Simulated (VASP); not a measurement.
# Mn (Pm-3m) in VASP: further runs

The runs below take Mn through single point, with revPBE.

Everything below comes from runs of VASP 6.6.1. Logs are shortened: lines on timing, memory, paths and dates and some standing lists are left out, and cuts for length are marked.

## (1) The cell of the first run

Symmetry: Pm-3m, No. 221, cubic system. Conventional cell: a = 2.505 Å, b = 2.505 Å, c = 2.505 Å, α = 90.00°, β = 90.00°, γ = 90.00°. Within 3.3 Å of Mn (site symmetry m-3m) lie 6 Mn at 2.51 Å.

This isn't the form of Mn at room conditions, which is a 58-atom cubic cell.

## (2) Single point, revPBE, collinear spin, antiferromagnetic start (15.72 Å³/atom)

INCAR reads:

```
ALGO     = Normal         # electronic algorithm
EDIFF    = 1E-7           # SCF threshold, eV
ENCUT    = 520            # plane-wave cutoff, eV
GGA      = RE             # functional
ISIF     = 2              # what is computed and relaxed
ISMEAR   = -1             # smearing method
ISPIN    = 2              # spin polarisation
LASPH    = True           # aspherical terms in the spheres
LCHARG   = False          # write CHGCAR
LMAXMIX  = 4              # l up to which the mixer works
LORBIT   = 11             # projections on sites
LREAL    = False          # projectors in reciprocal space
LWAVE    = False          # write WAVECAR
MAGMOM   = 2.479 -2.479   # initial moments
NBANDS   = 24             # bands
NELM     = 150            # most SCF steps
PREC     = Accurate       # precision mode
SIGMA    = 0.05           # smearing width, eV
```

KPOINTS reads:

```
k-points
0
Gamma
  13 13 13
```

POSCAR reads:

```
Mn
1.0
    0.0000000000      2.5051066702      2.5051066702
    2.5051066702      0.0000000000      2.5051066702
    2.5051066702      2.5051066702      0.0000000000
Mn
2
Direct
    0.0000000000      0.0000000000      0.0000000000
    0.5000000000      0.5000000000      0.5000000000
```

Potentials or basis: VASP PAW PBE potentials, release 64 (Mn_pv).

Run with:

```console
> cat potpaw_PBE.64/Mn_pv/POTCAR > POTCAR
> mpirun -np 1 vasp_std > vasp.out
```

OUTCAR:

```text
EDIFF = 1E-7
   ENCUT = 520
   GGA = RE
   ISIF = 2
   ISMEAR = -1
   ISPIN = 2
   LASPH = True
   LORBIT = 11
   LREAL = False
   NELM = 150
   PREC = Accurate

 ion  position               nearest neighbor table
   1  0.000  0.000  0.000-   2 2.51   2 2.51   2 2.51   2 2.51   2 2.51   2 2.51
   2  0.500  0.500  0.500-   1 2.51   1 2.51   1 2.51   1 2.51   1 2.51   1 2.51

  LATTYP: Found a face centered cubic cell.
 ALAT       =     5.0102133404

  Lattice vectors:

 A1 = (   0.0000000000,   2.5051066702,   2.5051066702)
 A2 = (   2.5051066702,   0.0000000000,   2.5051066702)
 A3 = (   2.5051066702,   2.5051066702,   0.0000000000)

Analysis of symmetry for initial positions (statically):
=====================================================================
 Subroutine PRICEL returns following result:

  LATTYP: Found a simple cubic cell.
 ALAT       =     2.5051066702

  Lattice vectors:

 A1 = (  -2.5051066702,   0.0000000000,   0.0000000000)
 A2 = (   0.0000000000,   0.0000000000,   2.5051066702)
 A3 = (   0.0000000000,   2.5051066702,   0.0000000000)

   2 primitive cells build up your supercell.

 Routine SETGRP: Setting up the symmetry group for a
 face centered cubic supercell.

 Subroutine GETGRP returns: Found 48 space group operations
 (whereof 48 operations were pure point group operations)
 out of a pool of 48 trial point group operations.

The static configuration has the point symmetry O_h .

Analysis of symmetry for dynamics (positions and initial velocities):
=====================================================================
 Subroutine PRICEL returns following result:

  LATTYP: Found a simple cubic cell.
 ALAT       =     2.5051066702

  Lattice vectors:

 A1 = (  -2.5051066702,   0.0000000000,   0.0000000000)
 A2 = (   0.0000000000,   0.0000000000,   2.5051066702)
 A3 = (   0.0000000000,   2.5051066702,   0.0000000000)

   2 primitive cells build up your supercell.

 Routine SETGRP: Setting up the symmetry group for a
 face centered cubic supercell.

 Subroutine GETGRP returns: Found 48 space group operations
 (whereof 48 operations were pure point group operations)
 out of a pool of 48 trial point group operations.

The dynamic configuration has the point symmetry O_h .

Analysis of structural, dynamic, and magnetic symmetry:
=====================================================================
 Subroutine PRICEL returns following result:

  LATTYP: Found a simple cubic cell.
 ALAT       =     2.5051066702

  Lattice vectors:

 A1 = (  -2.5051066702,   0.0000000000,   0.0000000000)
 A2 = (   0.0000000000,   0.0000000000,   2.5051066702)
 A3 = (   0.0000000000,   2.5051066702,   0.0000000000)

   2 primitive cells build up your supercell.

 Routine SETGRP: Setting up the symmetry group for a
 face centered cubic supercell.

 Subroutine GETGRP returns: Found 48 space group operations
 (whereof 48 operations were pure point group operations)
 out of a pool of 48 trial point group operations.

The overall configuration has the point symmetry O_h .

 Subroutine INISYM returns: Found 48 space group operations
 (whereof 48 operations are pure point group operations),
 and found     2 'primitive' translations

----------------------------------------------------------------------------------------

                                     Primitive cell

  volume of cell :      15.7209

  direct lattice vectors                    reciprocal lattice vectors
    -2.505106670  0.000000000  0.000000000    -0.399184598  0.000000000  0.000000000
     0.000000000  0.000000000  2.505106670     0.000000000  0.000000000  0.399184598
     0.000000000  2.505106670  0.000000000     0.000000000  0.399184598  0.000000000

  length of vectors
     2.505106670  2.505106670  2.505106670     0.399184598  0.399184598  0.399184598

  position of ions in fractional coordinates (direct lattice)
     0.000000000  0.000000000  0.000000000

  ion indices of the primitive-cell ions
   primitive index   ion index
                 1           1

----------------------------------------------------------------------------------------

 KPOINTS: k-points

Automatic generation of k-mesh.
 Grid dimensions read from file:
 generate k-points for:   13   13   13

 Generating k-lattice:

  Cartesian coordinates                     Fractional coordinates (reciprocal lattice)
    -0.015353254  0.015353254  0.015353254     0.076923077  0.000000000  0.000000000
     0.015353254 -0.015353254  0.015353254     0.000000000  0.076923077  0.000000000
     0.015353254  0.015353254 -0.015353254     0.000000000  0.000000000  0.076923077

  Length of vectors
     0.026592616  0.026592616  0.026592616

  Shift w.r.t. Gamma in fractional coordinates (k-lattice)
     0.000000000  0.000000000  0.000000000

 Subroutine IBZKPT returns following result:
 ===========================================

 Found     84 irreducible k-points:

 Following reciprocal coordinates:
            Coordinates               Weight
  0.000000  0.000000  0.000000      1.000000
  0.076923  0.000000  0.000000      8.000000
  0.153846  0.000000  0.000000      8.000000
  0.230769  0.000000  0.000000      8.000000
  0.307692  0.000000  0.000000      8.000000
  0.384615  0.000000  0.000000      8.000000
[... 16 lines left out ...]
  0.384615  0.153846  0.000000     24.000000
  0.461538  0.153846  0.000000     24.000000
 [... further k-points ...]
   k-points           NKPTS =     84   k-points in BZ     NKDIM =     84   number of bands    NBANDS=     24
   number of dos      NEDOS =    301   number of ions     NIONS =      2
   total plane-waves  NPLWV =  21952
   dimension x,y,z NGX =    28 NGY =   28 NGZ =   28
   dimension x,y,z NGXF=    56 NGYF=   56 NGZF=   56
   ions per type =               2
   NGX,Y,Z   is equivalent  to a cutoff of  13.14, 13.14, 13.14 a.u.
   NGXF,Y,Z  is equivalent  to a cutoff of  26.28, 26.28, 26.28 a.u.
 SYSTEM =  unknown system
   PREC   = accura    normal or accurate (medium, high low for compatibility)
   ISTART =      0    job   : 0-new  1-cont  2-samecut
   ICHARG =      2    charge: 1-file 2-atom 10-const
   ISPIN  =      2    spin polarized calculation?
   LNONCOLLINEAR =      F non collinear calculations
   LSORBIT =      F    spin-orbit coupling
   LASPH  =      T    aspherical Exc in radial PAW
   ENCUT  =  520.0 eV  38.22 Ry    6.18 a.u.   6.59  6.59  6.59*2*pi/ulx,y,z
   NELM   =    150;   NELMIN=  2; NELMDL= -5     # of ELM steps
   EDIFF  = 0.1E-06   stopping-criterion for ELM
   LREAL  =      F    real-space projection
   EDIFFG = 0.1E-05   stopping-criterion for IOM
   NSW    =      0    number of steps for IOM
   IBRION =     -1    ionic relax: 0-MD 1-quasi-New 2-CG
   NFREE  =      0    steps in history (QN), initial steepest desc. (CG)
   ISIF   =      2    stress and relaxation
   ISYM   =      2    0-nonsym 1-usesym 2-fastsym
   POTIM  = 0.5000    time-step for ionic-motion
   TEBEG  =    0.0;   TEEND  =   0.0 temperature during run
   PSTRESS=    0.0 pullay stress
   NELECT =      26.0000    total number of electrons
   NUPDOWN=      -1.0000    fix difference up-down
   EMIN   =  10.00;   EMAX   =-10.00  energy-range for DOS
   EFERMI =   0.00;   METHOD = LEGACY
   ISMEAR =    -1;   SIGMA  =   0.05  broadening in eV -4-tet -1-fermi 0-gaus
   EFERMI_NEDOS =   21; number of points for ismear=-14 and -15
   IALGO  =     38    algorithm
   IMIX   =      4    mixing-type and parameters
     AMIX     =   0.40;   BMIX     =  1.00
     AMIX_MAG =   1.60;   BMIX_MAG =  1.00
  volume/ion in A,a.u.               =      15.72       106.09
  Fermi-wavevector in a.u.,A,eV,Ry     =   1.536608  2.903768 32.125584  2.361164
  Thomas-Fermi vector in A             =   2.643233
   LORBIT       =     11    0 simple, 1 ext, 2 COOP (PROOUT), +10 PAW based schemes
   GGA     = RE    functional components
   LHFCALC =     F    Hartree Fock is set to
   AEXX    =    0.0000 exact exchange contribution
   IVDW    =     0    specifies the selected vdW correction
   LEPSILON=     F    determine dielectric tensor
   LRPA    =     F    only Hartree local field effects (RPA)
 spin polarized calculation
  energy-cutoff  :      520.00
  volume of cell :       31.44
 maximum number of plane-waves:       877
   NGX = 13   NGY = 13   NGZ = 13

 number of electron      26.0000003 magnetization       0.0000000

 number of electron      26.0000003 magnetization      -0.0000000

 Free energy of the ion-electron system (eV)
  ---------------------------------------------------
  ext. energy  EPLUGINS =         0.00000000
  ---------------------------------------------------
  free energy    TOTEN  =       -15.86386049 eV

  energy without entropy =      -15.84338350  energy(sigma->0) =      -15.85362200

 E-fermi :   6.9309     XC(G=0): -11.5949

 val. band max:        6.9250246819   @ k =  -0.2308   0.3077   0.0769
 cond. band min:       6.9392425661   @ k =  -0.2308   0.2308   0.0000
 fundamental gap:      0.0142178842
 Fermi energy:         6.9309084623

 spin component 1

 k-point     1 :       0.0000    0.0000    0.0000
  band No.  band energies     occupation
      1     -42.8622      1.00000
      2     -42.8622      1.00000
      3     -42.8622      1.00000
      4     -39.6674      1.00000
      5     -39.6674      1.00000
      6     -39.6674      1.00000
[... 637 lines left out ...]
     23      22.2114      0.00000
     24      22.7720      0.00000

 [... further k-points ...]

 spin component 2

 k-point     1 :       0.0000    0.0000    0.0000
  band No.  band energies     occupation
      1     -42.8622      1.00000
      2     -42.8622      1.00000
      3     -42.8622      1.00000
      4     -39.6674      1.00000
      5     -39.6674      1.00000
      6     -39.6674      1.00000
[... 637 lines left out ...]
     23      22.2114      0.00000
     24      22.7720      0.00000

 [... further k-points ...]

------------------------ aborting loop because EDIFF is reached ----------------------------------------

  FORCE on cell =-STRESS in cart. coord.  units (eV):
  Direction    XX          YY          ZZ          XY          YZ          ZX
  --------------------------------------------------------------------------------------
  -------------------------------------------------------------------------------------
  Total       -1.0203395     -1.0203395     -1.0203395     -0.0000000      0.0000000      0.0000000
  in kB      -51.9932099    -51.9932099    -51.9932099     -0.0000000      0.0000000      0.0000000
  external PRESSURE =     -51.9932099 kB  Pullay stress =       0.0000000 kB

 VOLUME and BASIS-vectors are now :
 -----------------------------------------------------------------------------
  energy-cutoff  :      520.00
  volume of cell :       31.44
      direct lattice vectors                 reciprocal lattice vectors
     0.000000000  2.505106670  2.505106670    -0.199592299  0.199592299  0.199592299
     2.505106670  0.000000000  2.505106670     0.199592299 -0.199592299  0.199592299
     2.505106670  2.505106670  0.000000000     0.199592299  0.199592299 -0.199592299

 POSITION                                       TOTAL-FORCE (eV/Angst)
 -----------------------------------------------------------------------------------
      0.00000      0.00000      0.00000         0.000000     -0.000000      0.000000
      2.50511      2.50511      2.50511        -0.000000      0.000000     -0.000000
 -----------------------------------------------------------------------------------
    total drift:                                0.000000      0.000000      0.000000

  FREE ENERGIE OF THE ION-ELECTRON SYSTEM (eV)
  ---------------------------------------------------
  free  energy   TOTEN  =       -15.8638604947 eV

  energy  without entropy=      -15.8433834996  energy(sigma->0) =      -15.85362200

 total charge

# of ion       s       p       d       tot
------------------------------------------
    1        0.382   6.214   5.013  11.610
    2        0.382   6.214   5.013  11.610
--------------------------------------------------
tot          0.765  12.429  10.027  23.220

 magnetization (x)

# of ion       s       p       d       tot
------------------------------------------
    1        0.063   0.019   2.944   3.026
    2       -0.063  -0.019  -2.944  -3.026
--------------------------------------------------
tot          0.000   0.000   0.000   0.000
```

Wall time 2 min (1 thread of Intel Xeon Platinum 8259CL at 2.50GHz (Skylake/Cascade Lake), shared host); peak memory 0.23 GiB.

What came out:

| Property | Result |
| --- | --- |
| Free energy | -15.8639 eV |
| Pressure | -5.2 GPa |
| Band gap on the k mesh | zero (filled and empty bands overlap) |
| Net moment | 0.00 μB per cell |
| Site moments | Mn +3.03, -3.03 μB |
| Valence electrons inside the program's atomic spheres | Mn 11.61 |

Levels at points of the mesh, in eV from the Fermi level:
Spin up:
```
           k point  band 10  band 11  band 12  band 13  band 14  band 15  band 16  band 17
(0.00, 0.00, 0.00)    -3.15    -3.15    -3.15     1.42     1.42     1.42     1.96     1.96
```
Spin down:
| k point | band 10 | band 11 | band 12 | band 13 | band 14 | band 15 | band 16 | band 17 |
| --- | --- | --- | --- | --- | --- | --- | --- | --- |
| (0.00, 0.00, 0.00) | -3.15 | -3.15 | -3.15 | 1.42 | 1.42 | 1.42 | 1.96 | 1.96 |

Caveat: the cell stands under tension; the antiferromagnetic order is the one typed at the start, and another may lie lower; the PAW data sets were made with another functional, which shifts forces and pressure a little.

## (3) Single point, revPBE, collinear spin, antiferromagnetic start

This run uses another cell than the first one, of 14.04 Å³/atom.

INCAR reads:

```
PREC = Accurate
ENCUT = 520
EDIFF = 1E-6
ISMEAR = -1
SIGMA = 0.05
LREAL = False
LASPH = True
NELM = 150
ALGO = Normal
ISIF = 2
LWAVE = False
LCHARG = False
ISPIN = 2
MAGMOM = 2.474 -2.474
LORBIT = 11
LMAXMIX = 4
GGA = RE
NBANDS = 24
```

KPOINTS reads:

```
Automatic mesh
0
Gamma
  18 18 18
```

POSCAR reads:

```
Mn
1.0
    0.0000000000      2.4122383396      2.4122383396
    2.4122383396      0.0000000000      2.4122383396
    2.4122383396      2.4122383396      0.0000000000
Mn
2
Direct
    0.0000000000      0.0000000000      0.0000000000
    0.5000000000      0.5000000000      0.5000000000
```

Potentials or basis: VASP PAW PBE potentials, release 64 (Mn_pv).

Run with:

```console
> cat potpaw_PBE.64/Mn_pv/POTCAR > POTCAR
> mpirun -np 1 vasp_std > vasp.out
```

It took 4 min on 1 thread of Intel Xeon Platinum 8259CL at 2.50GHz (Skylake/Cascade Lake), shared host; peak memory 0.3 GiB.

It converged, with:

| Quantity | Value |
| --- | --- |
| Free energy | -15.9223 eV |
| Pressure | 0.2 GPa |
| Band gap on the k mesh | zero (filled and empty bands overlap) |
| Net moment | 0.00 μB per cell |
| Site moments | Mn +2.60, -2.60 μB |
| Valence electrons inside the program's atomic spheres | Mn 11.75 |

Levels at points of the mesh, in eV from the Fermi level:
Spin up:
```tsv
k point	band 10	band 11	band 12	band 13	band 14	band 15	band 16	band 17
(0.00, 0.00, 0.00)	-3.27	-3.27	-3.27	1.56	1.56	1.56	2.32	2.32
(0.50, 0.00, 0.00)	-2.43	-1.61	-1.61	-0.53	-0.53	0.00	0.99	0.99
(0.50, 0.50, 0.00)	-2.10	-1.57	-1.57	-1.31	1.37	1.37	1.50	2.28
```
Spin down:
```tsv
k point	band 10	band 11	band 12	band 13	band 14	band 15	band 16	band 17
(0.00, 0.00, 0.00)	-3.27	-3.27	-3.27	1.56	1.56	1.56	2.32	2.32
(0.50, 0.00, 0.00)	-2.43	-1.61	-1.61	-0.53	-0.53	0.00	0.99	0.99
(0.50, 0.50, 0.00)	-2.10	-1.57	-1.57	-1.31	1.37	1.37	1.50	2.28
```

Caveat: the antiferromagnetic order is the one typed at the start, and another may lie lower; the PAW data sets were made with another functional, which shifts forces and pressure a little.

The gap in the log of VASP goes by the Fermi energy; the results here count the filled bands.